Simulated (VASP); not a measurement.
# Pd (I4/mmm) in VASP: a series of runs

The runs below take Pd through single point, with PBEsol.

Program: VASP 6.6.1. These are calculated values, not measurements. Logs are shortened: lines on timing, memory, paths and dates and some standing lists are left out, and cuts for length are marked.

### 1 The cell of the first run

It takes space group I4/mmm (No. 139, tetragonal). Conventional cell: a = 2.530 Å, b = 2.530 Å, c = 4.045 Å, α = 90.00°, β = 90.00°, γ = 90.00°. Pd (site symmetry 4/mmm) has 12 Pd at 2.53 to 2.70 Å within 3.3 Å.

### 2 Single point, PBEsol (strain -0.080 along x and y, +0.040 along z)

File INCAR:

```
PREC     = Accurate       # precision mode
ENCUT    = 520            # plane-wave cutoff, eV
EDIFF    = 1E-7           # SCF threshold, eV
ISMEAR   = 0              # smearing method
SIGMA    = 0.15           # smearing width, eV
LREAL    = False          # projectors in reciprocal space
LASPH    = True           # aspherical terms in the spheres
NELM     = 100            # most SCF steps
ALGO     = Normal         # electronic algorithm
ISIF     = 2              # what is computed and relaxed
LWAVE    = False          # write WAVECAR
LCHARG   = True           # write CHGCAR
GGA      = PS             # functional
LELF     = True           # ELF
LVHAR    = True         
NBANDS   = 11             # bands
```

File KPOINTS:

```
Automatic mesh
0
Gamma
  20 20 20
```

File POSCAR:

```
Pd
1.0
    0.0000000000      1.7893080000      2.0226960000
    1.7893080000      0.0000000000      2.0226960000
    1.7893080000      1.7893080000      0.0000000000
Pd
1
Direct
    0.0000000000      0.0000000000      0.0000000000
```

Potentials or basis: VASP PAW PBE potentials, release 64 (Pd).

On the command line:

```
$ cat potpaw_PBE.64/Pd/POTCAR > POTCAR
$ mpirun -np 1 vasp_std > vasp.out
```

OUTCAR:

```text
PREC = Accurate
   ENCUT = 520
   EDIFF = 1E-7
   ISMEAR = 0
   LREAL = False
   LASPH = True
   NELM = 100
   ISIF = 2
   GGA = PS

 ion  position               nearest neighbor table
   1  0.000  0.000  0.000-

  LATTYP: Found a body centered tetragonal cell.
 ALAT       =     2.5304636409
 C/A-ratio  =     1.5986762009

  Lattice vectors:

 A1 = (  -1.7893080000,   0.0000000000,   2.0226960000)
 A2 = (   1.7893080000,   0.0000000000,   2.0226960000)
 A3 = (   0.0000000000,   1.7893080000,  -2.0226960000)

Analysis of symmetry for initial positions (statically):
=====================================================================
 Subroutine PRICEL returns:
 Original cell was already a primitive cell.

 Routine SETGRP: Setting up the symmetry group for a
 body centered tetragonal supercell.

 Subroutine GETGRP returns: Found 16 space group operations
 (whereof 16 operations were pure point group operations)
 out of a pool of 16 trial point group operations.

The static configuration has the point symmetry D_4h.

Analysis of symmetry for dynamics (positions and initial velocities):
=====================================================================
 Subroutine PRICEL returns:
 Original cell was already a primitive cell.

 Routine SETGRP: Setting up the symmetry group for a
 body centered tetragonal supercell.

 Subroutine GETGRP returns: Found 16 space group operations
 (whereof 16 operations were pure point group operations)
 out of a pool of 16 trial point group operations.

The dynamic configuration has the point symmetry D_4h.

 Subroutine INISYM returns: Found 16 space group operations
 (whereof 16 operations are pure point group operations),
 and found     1 'primitive' translations

----------------------------------------------------------------------------------------

                                     Primitive cell

  volume of cell :      12.9518

  direct lattice vectors                    reciprocal lattice vectors
     0.000000000  1.789308000  2.022696000    -0.279437637  0.279437637  0.247194833
     1.789308000  0.000000000  2.022696000     0.279437637 -0.279437637  0.247194833
     1.789308000  1.789308000  0.000000000     0.279437637  0.279437637 -0.247194833

  length of vectors
     2.700541099  2.700541099  2.530463641     0.466128815  0.466128815  0.466128815

  position of ions in fractional coordinates (direct lattice)
     0.000000000  0.000000000  0.000000000

  ion indices of the primitive-cell ions
   primitive index   ion index
                 1           1

----------------------------------------------------------------------------------------

 KPOINTS: Automatic mesh

Automatic generation of k-mesh.
 Grid dimensions read from file:
 generate k-points for:   20   20   20

 Generating k-lattice:

  Cartesian coordinates                     Fractional coordinates (reciprocal lattice)
    -0.013971882  0.013971882  0.012359742     0.050000000  0.000000000  0.000000000
     0.013971882 -0.013971882  0.012359742     0.000000000  0.050000000  0.000000000
     0.013971882  0.013971882 -0.012359742     0.000000000  0.000000000  0.050000000

  Length of vectors
     0.023306441  0.023306441  0.023306441

  Shift w.r.t. Gamma in fractional coordinates (k-lattice)
     0.000000000  0.000000000  0.000000000

 Subroutine IBZKPT returns following result:
 ===========================================

 Found    641 irreducible k-points:

 Following reciprocal coordinates:
            Coordinates               Weight
  0.000000  0.000000  0.000000      1.000000
  0.050000 -0.000000  0.000000      8.000000
  0.100000 -0.000000  0.000000      8.000000
  0.150000 -0.000000  0.000000      8.000000
  0.200000 -0.000000  0.000000      8.000000
  0.250000 -0.000000  0.000000      8.000000
[... 16 lines left out ...]
 -0.400000  0.050000  0.000000      8.000000
 -0.350000  0.050000  0.000000      8.000000
 [... further k-points ...]
   k-points           NKPTS =    641   k-points in BZ     NKDIM =    641   number of bands    NBANDS=     11
   number of dos      NEDOS =    301   number of ions     NIONS =      1
   total plane-waves  NPLWV =   8000
   dimension x,y,z NGX =    20 NGY =   20 NGZ =   20
   dimension x,y,z NGXF=    40 NGYF=   40 NGZF=   40
   ions per type =               1
   NGX,Y,Z   is equivalent  to a cutoff of  12.31, 12.31, 13.14 a.u.
   NGXF,Y,Z  is equivalent  to a cutoff of  24.62, 24.62, 26.28 a.u.
 SYSTEM =  unknown system
   PREC   = accura    normal or accurate (medium, high low for compatibility)
   ISTART =      0    job   : 0-new  1-cont  2-samecut
   ICHARG =      2    charge: 1-file 2-atom 10-const
   ISPIN  =      1    spin polarized calculation?
   LNONCOLLINEAR =      F non collinear calculations
   LSORBIT =      F    spin-orbit coupling
   LASPH  =      T    aspherical Exc in radial PAW
   ENCUT  =  520.0 eV  38.22 Ry    6.18 a.u.   5.02  5.02  4.70*2*pi/ulx,y,z
   NELM   =    100;   NELMIN=  2; NELMDL= -5     # of ELM steps
   EDIFF  = 0.1E-06   stopping-criterion for ELM
   LREAL  =      F    real-space projection
   EDIFFG = 0.1E-05   stopping-criterion for IOM
   NSW    =      0    number of steps for IOM
   IBRION =     -1    ionic relax: 0-MD 1-quasi-New 2-CG
   NFREE  =      0    steps in history (QN), initial steepest desc. (CG)
   ISIF   =      2    stress and relaxation
   ISYM   =      2    0-nonsym 1-usesym 2-fastsym
   POTIM  = 0.5000    time-step for ionic-motion
   TEBEG  =    0.0;   TEEND  =   0.0 temperature during run
   PSTRESS=    0.0 pullay stress
   NELECT =      10.0000    total number of electrons
   NUPDOWN=      -1.0000    fix difference up-down
   EMIN   =  10.00;   EMAX   =-10.00  energy-range for DOS
   EFERMI =   0.00;   METHOD = LEGACY
   ISMEAR =     0;   SIGMA  =   0.15  broadening in eV -4-tet -1-fermi 0-gaus
   EFERMI_NEDOS =   21; number of points for ismear=-14 and -15
   IALGO  =     38    algorithm
   IMIX   =      4    mixing-type and parameters
     AMIX     =   0.40;   BMIX     =  1.00
     AMIX_MAG =   1.60;   BMIX_MAG =  1.00
  volume/ion in A,a.u.               =      12.95        87.40
  Fermi-wavevector in a.u.,A,eV,Ry     =   1.501866  2.838115 30.689327  2.255602
  Thomas-Fermi vector in A             =   2.613181
   LORBIT       =      0    0 simple, 1 ext, 2 COOP (PROOUT), +10 PAW based schemes
   GGA     = PS    functional components
   LHFCALC =     F    Hartree Fock is set to
   AEXX    =    0.0000 exact exchange contribution
   IVDW    =     0    specifies the selected vdW correction
   LEPSILON=     F    determine dielectric tensor
   LRPA    =     F    only Hartree local field effects (RPA)
 non-spin polarized calculation
 Gauss-broadening in eV      SIGMA  =   0.15
  energy-cutoff  :      520.00
  volume of cell :       12.95
 maximum number of plane-waves:       363
   NGX = 11   NGY = 11   NGZ =  9

 number of electron      10.0000000 magnetization

 number of electron       9.9999999 magnetization

 Free energy of the ion-electron system (eV)
  ---------------------------------------------------
  ext. energy  EPLUGINS =         0.00000000
  ---------------------------------------------------
  free energy    TOTEN  =        -5.78086564 eV

  energy without entropy =       -5.76127010  energy(sigma->0) =       -5.77106787

 E-fermi :  11.9767     XC(G=0): -14.1987

 val. band max:       11.9756576123   @ k =  -0.4500   0.0000   0.3000
 cond. band min:      11.9811145862   @ k =  -0.3500   0.4000   0.1000
 fundamental gap:      0.0054569739
 Fermi energy:        11.9767334105

 k-point     1 :       0.0000    0.0000    0.0000
  band No.  band energies     occupation
      1       3.6953      2.00000
      2       7.5620      2.00000
      3       9.0512      2.00000
      4       9.0512      2.00000
      5       9.6177      2.00000
      6      11.2231      2.00000
      7      29.3551      0.00000
      8      32.3686      0.00000
      9      35.8438      0.00000
     10      35.8438      0.00000
     11      37.6161      0.00000

 k-point     2 :       0.0500   -0.0000    0.0000
  band No.  band energies     occupation
      1       3.7988      2.00000
      2       7.5922      2.00000
      3       9.0120      2.00000
      4       9.0880      2.00000
      5       9.6182      2.00000
      6      11.1857      2.00000
      7      29.4859      0.00000
      8      32.3664      0.00000
      9      35.2747      0.00000
     10      35.9870      0.00000
     11      37.6340      0.00000

 k-point     3 :       0.1000   -0.0000    0.0000
  band No.  band energies     occupation
      1       4.0986      2.00000
      2       7.6723      2.00000
      3       8.8951      2.00000
      4       9.1913      2.00000
      5       9.6496      2.00000
      6      11.0846      2.00000
      7      29.8293      0.00000
      8      32.0725      0.00000
      9      34.5248      0.00000
     10      36.3990      0.00000
     11      37.6455      0.00000

 k-point     4 :       0.1500   -0.0000    0.0000
  band No.  band energies     occupation
      1       4.5564      2.00000
      2       7.7834      2.00000
      3       8.7193      2.00000
      4       9.3353      2.00000
      5       9.7728      2.00000
      6      10.9554      2.00000
      7      30.1769      0.00000
      8      31.0649      0.00000
      9      34.6124      0.00000
     10      37.0201      0.00000
     11      37.6399      0.00000
[... 239 lines left out ...]
 k-point    22 :      -0.4500    0.0500    0.0000
  band No.  band energies     occupation
      1       5.6275      2.00000
      2       7.7880      2.00000
      3       9.1209      2.00000
      4      11.4146      2.00000
      5      11.6745      1.99562
      6      13.4382      0.00000
      7      20.6591      0.00000
      8      28.0448      0.00000
      9      33.3598      0.00000
     10      35.7479      0.00000
     11      37.6337      0.00000

 k-point    23 :      -0.4000    0.0500    0.0000
  band No.  band energies     occupation
      1       5.6852      2.00000
      2       7.8546      2.00000
      3       9.1691      2.00000
      4      10.9358      2.00000
      5      11.4879      2.00000
      6      12.9425      0.00000
      7      21.7093      0.00000
      8      28.3019      0.00000
      9      33.6819      0.00000
     10      36.3977      0.00000
     11      37.6327      0.00000

 k-point    24 :      -0.3500    0.0500    0.0000
  band No.  band energies     occupation
      1       5.7714      2.00000
      2       7.9480      2.00000
      3       9.2707      2.00000
      4      10.1473      2.00000
      5      11.2254      2.00000
      6      12.2579      0.00802
      7      23.2982      0.00000
      8      28.7818      0.00000
      9      34.3692      0.00000
     10      37.3521      0.00000
     11      37.6330      0.00000

 [... further k-points ...]

------------------------ aborting loop because EDIFF is reached ----------------------------------------

  FORCE on cell =-STRESS in cart. coord.  units (eV):
  Direction    XX          YY          ZZ          XY          YZ          ZX
  --------------------------------------------------------------------------------------
  -------------------------------------------------------------------------------------
  Total        3.2031264      3.2031264      1.8038552      0.0000000     -0.0000000     -0.0000000
  in kB      396.2359232    396.2359232    223.1420629      0.0000000     -0.0000000     -0.0000000
  external PRESSURE =     338.5379698 kB  Pullay stress =       0.0000000 kB

 VOLUME and BASIS-vectors are now :
 -----------------------------------------------------------------------------
  energy-cutoff  :      520.00
  volume of cell :       12.95
      direct lattice vectors                 reciprocal lattice vectors
     0.000000000  1.789308000  2.022696000    -0.279437637  0.279437637  0.247194833
     1.789308000  0.000000000  2.022696000     0.279437637 -0.279437637  0.247194833
     1.789308000  1.789308000  0.000000000     0.279437637  0.279437637 -0.247194833

 POSITION                                       TOTAL-FORCE (eV/Angst)
 -----------------------------------------------------------------------------------
      0.00000      0.00000      0.00000         0.000000      0.000000     -0.000000
 -----------------------------------------------------------------------------------
    total drift:                                0.000000      0.000000      0.000000

  FREE ENERGIE OF THE ION-ELECTRON SYSTEM (eV)
  ---------------------------------------------------
  free  energy   TOTEN  =        -5.7808656404 eV

  energy  without entropy=       -5.7612701024  energy(sigma->0) =       -5.77106787
```

It took 97 s on 1 thread of Intel Xeon 8259CL, shared host; peak memory 0.21 GiB.

Results:

| Item | Value |
| --- | --- |
| Free energy | -5.7809 eV |
| Pressure | 33.9 GPa |
| Band gap on the k mesh | zero (bands 5 and 6 overlap by 2.50 eV) |

Caveat: the cell differs from its parent crystal (strain -0.080 along x and y, +0.040 along z); the cell stands under pressure; the PAW data sets were made with another functional, which shifts forces and pressure a little.

### 3 Single point, PBEsol (strain -0.080 along x and y, +0.080 along z)

File INCAR:

```
SYSTEM = Pd
ALGO = Normal ; EDIFF = 1E-7
ENCUT = 520 ; GGA = PS
ISIF = 2 ; ISMEAR = 0
LASPH = .True. ; LCHARG = .False.
LREAL = .False. ; LWAVE = .False.
NBANDS = 11 ; NELM = 80
PREC = Accurate ; SIGMA = 0.15
```

File KPOINTS:

```
k-points
0
Gamma
  20 20 20
  0 0 0
```

File POSCAR:

```
Pd
1.0
    0.0000000000      1.7893080000      2.1004920000
    1.7893080000      0.0000000000      2.1004920000
    1.7893080000      1.7893080000      0.0000000000
Pd
1
Direct
    0.0000000000      0.0000000000      0.0000000000
```

Potentials or basis: VASP PAW PBE potentials, release 64 (Pd).

On the command line:

```
$ cat potpaw_PBE.64/Pd/POTCAR > POTCAR
$ mpirun -np 1 vasp_std > vasp.out
```

It took 90 s on 1 thread of Intel Xeon 8259CL, shared host; peak memory 0.22 GiB.

Results (log left out):

```yaml
Free_energy: -5.8265 eV
Pressure: 22.4 GPa
Band_gap_on_the_k_mesh: zero (bands 5 and 6 overlap by 2.47 eV)
```

Stress tensor (GPa, compression positive):
```
29.97  0.00  0.00
 0.00 29.97  0.00
 0.00  0.00  7.32
```

Levels at points of the mesh, in eV from the Fermi level:
| k point | band 2 | band 3 | band 4 | band 5 | band 6 | band 7 | band 8 | band 9 |
| --- | --- | --- | --- | --- | --- | --- | --- | --- |
| (0.00, 0.00, 0.00) | -4.43 | -2.55 | -2.55 | -2.50 | -0.51 | 17.59 | 19.72 | 23.94 |
| (0.50, 0.00, 0.00) | -4.09 | -2.55 | -0.26 | 0.29 | 0.82 | 8.25 | 15.73 | 21.44 |
| (0.50, 0.50, 0.00) | -6.01 | 0.16 | 0.30 | 0.30 | 1.27 | 8.89 | 15.82 | 15.82 |
| (0.50, 0.00, 0.50) | -5.74 | -0.40 | -0.21 | 1.13 | 4.51 | 12.29 | 13.31 | 13.45 |

Caveat: the cell differs from its parent crystal (strain -0.080 along x and y, +0.080 along z); the cell stands under pressure; the PAW data sets were made with another functional, which shifts forces and pressure a little.

### 4 Single point, PBEsol (strain +0.000 along x and y, -0.080 along z)

File INCAR:

```
SYSTEM = Pd
PREC     = Accurate       ! precision mode
ENCUT    = 520            ! plane-wave cutoff, eV
EDIFF    = 1E-7           ! SCF threshold, eV
ISMEAR   = 0              ! smearing method
SIGMA    = 0.15           ! smearing width, eV
LREAL    = .FALSE.        ! projectors in reciprocal space
LASPH    = .TRUE.         ! aspherical terms in the spheres
NELM     = 60             ! most SCF steps
ALGO     = Normal         ! electronic algorithm
ISIF     = 2              ! what is computed and relaxed
LWAVE    = .FALSE.        ! write WAVECAR
LCHARG   = .TRUE.         ! write CHGCAR
GGA      = PS             ! functional
LELF     = .TRUE.         ! ELF
LVHAR    = .TRUE.       
NBANDS   = 11             ! bands
```

File KPOINTS:

```
regular mesh
0
G
  20 20 20
  0 0 0
```

File POSCAR:

```
Pd
1.0
    0.0000000000      1.9449000000      1.7893080000
    1.9449000000      0.0000000000      1.7893080000
    1.9449000000      1.9449000000      0.0000000000
Pd
1
Direct
    0.0000000000      0.0000000000      0.0000000000
```

On the command line:

```
$ cat potpaw_PBE.64/Pd/POTCAR > POTCAR
$ mpirun -np 1 vasp_std > vasp.out
```

Wall time 87 s (1 thread of Intel Xeon 8259CL, shared host); peak memory 0.21 GiB.

Results (log left out):

* Free energy: -5.9100 eV
* Pressure: 17.9 GPa
* Band gap on the k mesh: zero (bands 5 and 6 overlap by 2.14 eV)

Stress tensor (GPa, compression positive):
```
16.52  0.00  0.00
 0.00 16.52  0.00
 0.00  0.00 20.74
```

Levels at points of the mesh, in eV from the Fermi level:
| k point | band 1 | band 2 | band 3 | band 4 | band 5 | band 6 | band 7 | band 8 | band 9 | band 10 |
| --- | --- | --- | --- | --- | --- | --- | --- | --- | --- | --- |
| (0.00, 0.00, 0.00) | -7.92 | -3.51 | -3.51 | -2.68 | -1.87 | -1.00 | 17.26 | 21.63 | 21.63 | 24.10 |
| (0.50, 0.00, 0.00) | -6.05 | -3.74 | -2.86 | -0.22 | 0.21 | 0.76 | 8.04 | 16.37 | 21.04 | 22.95 |
| (0.50, 0.50, 0.00) | -6.20 | -5.88 | -0.02 | 0.38 | 0.38 | 4.51 | 12.54 | 12.54 | 13.28 | 21.86 |
| (0.50, 0.00, 0.50) | -6.19 | -5.81 | -0.08 | 0.05 | 0.61 | 2.69 | 10.89 | 13.83 | 14.57 | 23.36 |

Caveat: the cell differs from its parent crystal (strain +0.000 along x and y, -0.080 along z); the cell stands under pressure; the PAW data sets were made with another functional, which shifts forces and pressure a little.

### 5 The runs side by side

| cell | gap on the mesh (eV) | pressure (GPa) |
| --- | --- | --- |
| a = 2.701, b = 2.701, c = 2.530 Å, angles 62.1, 62.1, 55.9°, 1 atom | none | 33.9 |
| a = 2.759, b = 2.759, c = 2.530 Å, angles 62.7, 62.7, 54.6°, 1 atom | none | 22.4 |
| a = 2.643, b = 2.643, c = 2.751 Å, angles 58.6, 58.6, 62.7°, 1 atom | none | 17.9 |

Alike in all rows: task single point; level PBEsol; potentials or basis VASP PAW PBE potentials, release 64 (Pd); no spin polarisation; k mesh 20 × 20 × 20; cutoff (eV) 520; smearing gaussian 0.15 eV.

Caveats: the cell stands under pressure; the PAW data sets were made with another functional, which shifts forces and pressure a little.

Absolute energies hang on the potentials; compare differences alone.
